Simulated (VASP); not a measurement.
# Cu (I4/mmm) in VASP: single point with PBEsol

Aim: the single point of Cu with PBEsol.

Program: VASP 6.6.1. These are calculated values, not measurements. Logs are shortened: lines on timing, memory, paths and dates and some standing lists are left out, and cuts for length are marked.

### Step 1. The cell of the first run

It takes space group I4/mmm (No. 139, tetragonal). The conventional cell has a = 2.886 Å, b = 2.886 Å, c = 2.683 Å, α = 90.00°, β = 90.00°, γ = 90.00°. Within 3.2 Å of Cu (site symmetry 4/mmm) lie 14 Cu at 2.44 to 2.89 Å.

### Step 2. Single point, PBEsol (strain +0.000 along x and y, -0.025 along z)

Contents of INCAR:

```
SYSTEM = Cu
PREC = Accurate
ENCUT = 820
EDIFF = 1E-6
ISMEAR = 0
SIGMA = 0.15
LREAL = .False.
LASPH = .True.
NELM = 120
ALGO = Normal
ISIF = 2
LWAVE = .False.
LCHARG = .False.
GGA = PS
NBANDS = 16
GGA_COMPAT = .False.
```

Contents of KPOINTS:

```
regular mesh
0
Gamma
  24 24 24
  0 0 0
```

Contents of POSCAR:

```
Cu
1.0
   -1.4427933200      1.4427933200      1.3416794138
    1.4427933200     -1.4427933200      1.3416794138
    1.4427933200      1.4427933200     -1.3416794138
Cu
1
Direct
    0.0000000000      0.0000000000      0.0000000000
```

Potentials or basis: VASP PAW PBE potentials, release 64 (Cu_sv_GW).

Started as:

```
> cat potpaw_PBE.64/Cu_sv_GW/POTCAR > POTCAR
> mpirun -np 1 vasp_std > vasp.out
```

OUTCAR:

```text
SYSTEM = Cu
   PREC = Accurate
   ENCUT = 820
   EDIFF = 1E-6
   ISMEAR = 0
   LREAL = .False.
   LASPH = .True.
   NELM = 120
   ISIF = 2
   GGA = PS

 ion  position               nearest neighbor table
   1  0.000  0.000  0.000-

  LATTYP: Found a body centered tetragonal cell.
 ALAT       =     2.8855866400
 C/A-ratio  =     0.9299179551

  Lattice vectors:

 A1 = (  -1.4427933200,   1.4427933200,   1.3416794138)
 A2 = (   1.4427933200,  -1.4427933200,   1.3416794138)
 A3 = (   1.4427933200,   1.4427933200,  -1.3416794138)

Analysis of symmetry for initial positions (statically):
=====================================================================
 Subroutine PRICEL returns:
 Original cell was already a primitive cell.

 Routine SETGRP: Setting up the symmetry group for a
 body centered tetragonal supercell.

 Subroutine GETGRP returns: Found 16 space group operations
 (whereof 16 operations were pure point group operations)
 out of a pool of 16 trial point group operations.

The static configuration has the point symmetry D_4h.

Analysis of symmetry for dynamics (positions and initial velocities):
=====================================================================
 Subroutine PRICEL returns:
 Original cell was already a primitive cell.

 Routine SETGRP: Setting up the symmetry group for a
 body centered tetragonal supercell.

 Subroutine GETGRP returns: Found 16 space group operations
 (whereof 16 operations were pure point group operations)
 out of a pool of 16 trial point group operations.

The dynamic configuration has the point symmetry D_4h.

 Subroutine INISYM returns: Found 16 space group operations
 (whereof 16 operations are pure point group operations),
 and found     1 'primitive' translations

----------------------------------------------------------------------------------------

                                     Primitive cell

  volume of cell :      11.1716

  direct lattice vectors                    reciprocal lattice vectors
    -1.442793320  1.442793320  1.341679414     0.000000000  0.346549983  0.372667267
     1.442793320 -1.442793320  1.341679414     0.346549983  0.000000000  0.372667267
     1.442793320  1.442793320 -1.341679414     0.346549983  0.346549983  0.000000000

  length of vectors
     2.442009168  2.442009168  2.442009168     0.508898597  0.508898597  0.490095685

  position of ions in fractional coordinates (direct lattice)
     0.000000000  0.000000000  0.000000000

  ion indices of the primitive-cell ions
   primitive index   ion index
                 1           1

----------------------------------------------------------------------------------------

 KPOINTS: regular mesh

Automatic generation of k-mesh.
 Grid dimensions read from file:
 generate k-points for:   24   24   24

 Generating k-lattice:

  Cartesian coordinates                     Fractional coordinates (reciprocal lattice)
     0.000000000  0.014439583  0.015527803     0.041666667 -0.000000000  0.000000000
     0.014439583  0.000000000  0.015527803    -0.000000000  0.041666667  0.000000000
     0.014439583  0.014439583  0.000000000     0.000000000  0.000000000  0.041666667

  Length of vectors
     0.021204108  0.021204108  0.020420654

  Shift w.r.t. Gamma in fractional coordinates (k-lattice)
     0.000000000  0.000000000  0.000000000

 Subroutine IBZKPT returns following result:
 ===========================================

 Found   1063 irreducible k-points:

 Following reciprocal coordinates:
            Coordinates               Weight
  0.000000  0.000000  0.000000      1.000000
  0.041667  0.000000 -0.000000      8.000000
  0.083333  0.000000 -0.000000      8.000000
  0.125000  0.000000  0.000000      8.000000
  0.166667  0.000000  0.000000      8.000000
  0.208333 -0.000000  0.000000      8.000000
[... 16 lines left out ...]
  0.416667  0.041667  0.000000     16.000000
  0.458333  0.041667 -0.000000     16.000000
 [... further k-points ...]
   k-points           NKPTS =   1063   k-points in BZ     NKDIM =   1063   number of bands    NBANDS=     16
   number of dos      NEDOS =    301   number of ions     NIONS =      1
   total plane-waves  NPLWV =  13824
   dimension x,y,z NGX =    24 NGY =   24 NGZ =   24
   dimension x,y,z NGXF=    48 NGYF=   48 NGZF=   48
   ions per type =               1
   NGX,Y,Z   is equivalent  to a cutoff of  16.34, 16.34, 16.34 a.u.
   NGXF,Y,Z  is equivalent  to a cutoff of  32.68, 32.68, 32.68 a.u.
 SYSTEM =  Cu
   PREC   = accura    normal or accurate (medium, high low for compatibility)
   ISTART =      0    job   : 0-new  1-cont  2-samecut
   ICHARG =      2    charge: 1-file 2-atom 10-const
   ISPIN  =      1    spin polarized calculation?
   LNONCOLLINEAR =      F non collinear calculations
   LSORBIT =      F    spin-orbit coupling
   LASPH  =      T    aspherical Exc in radial PAW
   ENCUT  =  820.0 eV  60.27 Ry    7.76 a.u.   5.70  5.70  5.70*2*pi/ulx,y,z
   NELM   =    120;   NELMIN=  2; NELMDL= -5     # of ELM steps
   EDIFF  = 0.1E-05   stopping-criterion for ELM
   LREAL  =      F    real-space projection
   EDIFFG = 0.1E-04   stopping-criterion for IOM
   NSW    =      0    number of steps for IOM
   IBRION =     -1    ionic relax: 0-MD 1-quasi-New 2-CG
   NFREE  =      0    steps in history (QN), initial steepest desc. (CG)
   ISIF   =      2    stress and relaxation
   ISYM   =      2    0-nonsym 1-usesym 2-fastsym
   POTIM  = 0.5000    time-step for ionic-motion
   TEBEG  =    0.0;   TEEND  =   0.0 temperature during run
   PSTRESS=    0.0 pullay stress
   NELECT =      19.0000    total number of electrons
   NUPDOWN=      -1.0000    fix difference up-down
   EMIN   =  10.00;   EMAX   =-10.00  energy-range for DOS
   EFERMI =   0.00;   METHOD = LEGACY
   ISMEAR =     0;   SIGMA  =   0.15  broadening in eV -4-tet -1-fermi 0-gaus
   EFERMI_NEDOS =   21; number of points for ismear=-14 and -15
   IALGO  =     38    algorithm
   IMIX   =      4    mixing-type and parameters
     AMIX     =   0.40;   BMIX     =  1.00
     AMIX_MAG =   1.60;   BMIX_MAG =  1.00
  volume/ion in A,a.u.               =      11.17        75.39
  Fermi-wavevector in a.u.,A,eV,Ry     =   1.954131  3.692772 51.955594  3.818628
  Thomas-Fermi vector in A             =   2.980786
   LORBIT       =      0    0 simple, 1 ext, 2 COOP (PROOUT), +10 PAW based schemes
   GGA     = PS    functional components
   LHFCALC =     F    Hartree Fock is set to
   AEXX    =    0.0000 exact exchange contribution
   IVDW    =     0    specifies the selected vdW correction
   LEPSILON=     F    determine dielectric tensor
   LRPA    =     F    only Hartree local field effects (RPA)
 non-spin polarized calculation
 Gauss-broadening in eV      SIGMA  =   0.15
  energy-cutoff  :      820.00
  volume of cell :       11.17
 maximum number of plane-waves:       607
   NGX = 11   NGY = 11   NGZ = 11

 number of electron      18.9999993 magnetization

 Free energy of the ion-electron system (eV)
  ---------------------------------------------------
  ext. energy  EPLUGINS =         0.00000000
  ---------------------------------------------------
  free energy    TOTEN  =        -4.34804665 eV

  energy without entropy =       -4.34378402  energy(sigma->0) =       -4.34591534

 E-fermi :   8.1114     XC(G=0): -13.9137

 val. band max:        8.1020077221   @ k =  -0.3333   0.3750   0.2500
 cond. band min:       8.1124417098   @ k =   0.5000   0.2500   0.1250
 fundamental gap:      0.0104339877
 Fermi energy:         8.1114332904

 k-point     1 :       0.0000    0.0000    0.0000
  band No.  band energies     occupation
      1    -104.2998      2.00000
      2     -61.7498      2.00000
      3     -61.7438      2.00000
      4     -61.7438      2.00000
      5      -1.7700      2.00000
      6       4.6404      2.00000
[... 8 lines left out ...]
     15      37.1310      0.00000
     16      37.5280      0.00000

 k-point     2 :       0.0417    0.0000   -0.0000
  band No.  band energies     occupation
      1    -104.2996      2.00000
      2     -61.7517      2.00000
      3     -61.7447      2.00000
      4     -61.7447      2.00000
      5      -1.6982      2.00000
      6       4.6487      2.00000
[... 8 lines left out ...]
     15      36.6283      0.00000
     16      36.9190      0.00000

 k-point     3 :       0.0833    0.0000   -0.0000
  band No.  band energies     occupation
      1    -104.2986      2.00000
      2     -61.7576      2.00000
      3     -61.7473      2.00000
      4     -61.7461      2.00000
      5      -1.4842      2.00000
      6       4.6557      2.00000
[... 8 lines left out ...]
     15      35.8167      0.00000
     16      36.6743      0.00000

 k-point     4 :       0.1250    0.0000    0.0000
  band No.  band energies     occupation
      1    -104.2968      2.00000
      2     -61.7682      2.00000
      3     -61.7513      2.00000
      4     -61.7467      2.00000
      5      -1.1327      2.00000
      6       4.6274      2.00000
[... 8 lines left out ...]
     15      35.0414      0.00000
     16      36.8809      0.00000

 k-point     5 :       0.1667    0.0000    0.0000
  band No.  band energies     occupation
      1    -104.2947      2.00000
      2     -61.7825      2.00000
      3     -61.7567      2.00000
      4     -61.7473      2.00000
      5      -0.6527      2.00000
      6       4.5577      2.00000
[... 8 lines left out ...]
     15      34.3839      0.00000
     16      37.3585      0.00000

 k-point     6 :       0.2083   -0.0000    0.0000
  band No.  band energies     occupation
      1    -104.2921      2.00000
      2     -61.7991      2.00000
      3     -61.7629      2.00000
      4     -61.7478      2.00000
      5      -0.0604      2.00000
      6       4.4620      2.00000
[... 8 lines left out ...]
     15      33.8612      0.00000
     16      38.0181      0.00000

 k-point     7 :       0.2500    0.0000    0.0000
  band No.  band energies     occupation
      1    -104.2894      2.00000
      2     -61.8170      2.00000
      3     -61.7698      2.00000
      4     -61.7483      2.00000
      5       0.6144      2.00000
      6       4.3540      2.00000
[... 8 lines left out ...]
     15      33.4640      0.00000
     16      38.8077      0.00000

 k-point     8 :       0.2917    0.0000   -0.0000
  band No.  band energies     occupation
      1    -104.2866      2.00000
      2     -61.8348      2.00000
      3     -61.7764      2.00000
      4     -61.7487      2.00000
      5       1.3155      2.00000
      6       4.2447      2.00000
[... 8 lines left out ...]
     15      33.1756      0.00000
     16      39.6765      0.00000

 k-point     9 :       0.3333    0.0000   -0.0000
  band No.  band energies     occupation
      1    -104.2841      2.00000
      2     -61.8516      2.00000
      3     -61.7826      2.00000
      4     -61.7492      2.00000
      5       1.9441      2.00000
      6       4.1428      2.00000
[... 8 lines left out ...]
     15      32.9769      0.00000
     16      40.5583      0.00000
[... 172 lines left out ...]
 k-point    19 :       0.2500    0.0417   -0.0000
  band No.  band energies     occupation
      1    -104.2877      2.00000
      2     -61.8273      2.00000
      3     -61.7728      2.00000
      4     -61.7498      2.00000
      5       1.0359      2.00000
      6       4.3010      2.00000
[... 8 lines left out ...]
     15      33.5922      0.00000
     16      38.2561      0.00000

 k-point    20 :       0.2917    0.0417   -0.0000
  band No.  band energies     occupation
      1    -104.2851      2.00000
      2     -61.8444      2.00000
      3     -61.7795      2.00000
      4     -61.7502      2.00000
      5       1.7103      2.00000
      6       4.1944      2.00000
[... 8 lines left out ...]
     15      33.3662      0.00000
     16      39.0237      0.00000

 k-point    21 :       0.3333    0.0417   -0.0000
  band No.  band energies     occupation
      1    -104.2827      2.00000
      2     -61.8594      2.00000
      3     -61.7855      2.00000
      4     -61.7506      2.00000
      5       2.2469      2.00000
      6       4.0996      2.00000
[... 8 lines left out ...]
     15      33.2235      0.00000
     16      39.8049      0.00000

 k-point    22 :       0.3750    0.0417   -0.0000
  band No.  band energies     occupation
      1    -104.2808      2.00000
      2     -61.8717      2.00000
      3     -61.7904      2.00000
      4     -61.7509      2.00000
      5       2.5683      2.00000
      6       4.0231      2.00000
[... 8 lines left out ...]
     15      33.1458      0.00000
     16      40.5683      0.00000

 k-point    23 :       0.4167    0.0417    0.0000
  band No.  band energies     occupation
      1    -104.2795      2.00000
      2     -61.8804      2.00000
      3     -61.7939      2.00000
      4     -61.7510      2.00000
      5       2.7146      2.00000
      6       3.9698      2.00000
[... 8 lines left out ...]
     15      33.1170      0.00000
     16      41.2834      0.00000

 k-point    24 :       0.4583    0.0417   -0.0000
  band No.  band energies     occupation
      1    -104.2788      2.00000
      2     -61.8847      2.00000
      3     -61.7957      2.00000
      4     -61.7509      2.00000
      5       2.7651      2.00000
      6       3.9430      2.00000
[... 8 lines left out ...]
     15      33.1251      0.00000
     16      41.9150      0.00000

 [... further k-points ...]
[... 5 lines left out ...]
  --------------------------------------------------------------------------------------
  -------------------------------------------------------------------------------------
  Total        0.1431570      0.1431570      0.1734961      0.0000000      0.0000000      0.0000000
  in kB       20.5308141     20.5308141     24.8818824      0.0000000      0.0000000      0.0000000
  external PRESSURE =      21.9811702 kB  Pullay stress =       0.0000000 kB

 VOLUME and BASIS-vectors are now :
 -----------------------------------------------------------------------------
  energy-cutoff  :      820.00
  volume of cell :       11.17
      direct lattice vectors                 reciprocal lattice vectors
    -1.442793320  1.442793320  1.341679414     0.000000000  0.346549983  0.372667267
     1.442793320 -1.442793320  1.341679414     0.346549983  0.000000000  0.372667267
     1.442793320  1.442793320 -1.341679414     0.346549983  0.346549983  0.000000000

 POSITION                                       TOTAL-FORCE (eV/Angst)
 -----------------------------------------------------------------------------------
      0.00000      0.00000      0.00000         0.000000     -0.000000      0.000000
 -----------------------------------------------------------------------------------
    total drift:                                0.000000      0.000000     -0.000000

  FREE ENERGIE OF THE ION-ELECTRON SYSTEM (eV)
  ---------------------------------------------------
  free  energy   TOTEN  =        -4.3480466496 eV

  energy  without entropy=       -4.3437840209  energy(sigma->0) =       -4.34591534
```

Run time: 3.6 min. Hardware: 1 thread of AMD EPYC 9R45 (Zen 5), shared host; peak memory 0.5 GiB.

Results:

```yaml
Free_energy: -4.3480 eV
Pressure: 2.2 GPa
Band_gap_on_the_k_mesh: zero (an odd number of electrons rules out a gap without spin polarisation)
```

Caveat: the cell differs from its parent crystal (strain +0.000 along x and y, -0.025 along z); the PAW data sets were made with another functional, which shifts forces and pressure a little.
